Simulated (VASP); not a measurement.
MgO: single point with PBEsol

The system is MgO.

```xyz
8
Lattice="3.2553 0.0000 0.0000 -1.6277 2.8192 0.0000 0.0000 0.0000 10.4150" Properties=species:S:1:pos:R:3 pbc="T T T"
Mg    0.0000    1.8795   10.0983
Mg    0.0000    0.0000    2.3012
Mg    0.0000    0.0000    7.5086
Mg    1.6277    0.9397    4.8908
O     0.0000    1.8795    8.1228
O    -0.5200    0.0000    5.9051
O     0.0000    0.0000    0.3076
O     1.6277    0.9397    2.9153
```

This cell differs from its parent crystal: atom 6 (O) moved by -0.520 Å along [1 0 0] and +0.390 Å along [0 0 1].

| Item | Value |
| --- | --- |
| Program | VASP 6.6.1 |
| Task | single point |
| Functional | PBEsol |
| Potentials or basis | VASP PAW PBE potentials, release 64 (Mg, O) |
| Cutoff | 520 eV |
| k mesh | 9 × 9 × 4 |
| Occupations | gaussian, width 0.05 eV |
| Spin | no spin polarisation |

- Pressure: 5.8 GPa
- Largest force: 6.600 eV/Å
- Band gap on the k mesh: 1.77 eV, direct

Forces on the atoms (eV/Å):
```
Mg  -0.004 -0.003 -0.774
Mg  -0.022  0.000 -0.818
Mg   1.294  0.003  4.829
Mg  -2.242  1.799  0.486
O   -0.187 -0.145  1.014
O    1.212 -1.679 -6.267
O    0.001 -0.001  0.800
O   -0.051  0.026  0.731
```

Stress tensor (GPa, compression positive):
```
 2.77 -1.17  6.95
-1.17  0.98 -3.76
 6.95 -3.76 13.52
```

Levels at points of the mesh, in eV from the valence-band top:
```tsv
k point	band 14	band 15	band 16	band 17	band 18	band 19
(0.00, 0.00, 0.00)	-0.62	-0.15	0.00	1.77	4.37	4.91
(0.00, 0.00, 0.50)	-0.73	-0.15	-0.01	2.19	3.55	6.08
```

It took 3.2 min on 1 thread of Intel(R) Xeon(R) Platinum 8488C (Sapphire Rapids), on a shared host, peak memory 0.42 GiB.

Caveat: the cell differs from its parent crystal (atom 6 (O) moved by -0.520 Å along [1 0 0] and +0.390 Å along [0 0 1]); the PAW data sets were made with another functional, which shifts forces and pressure a little. A k mesh can miss the band edges.
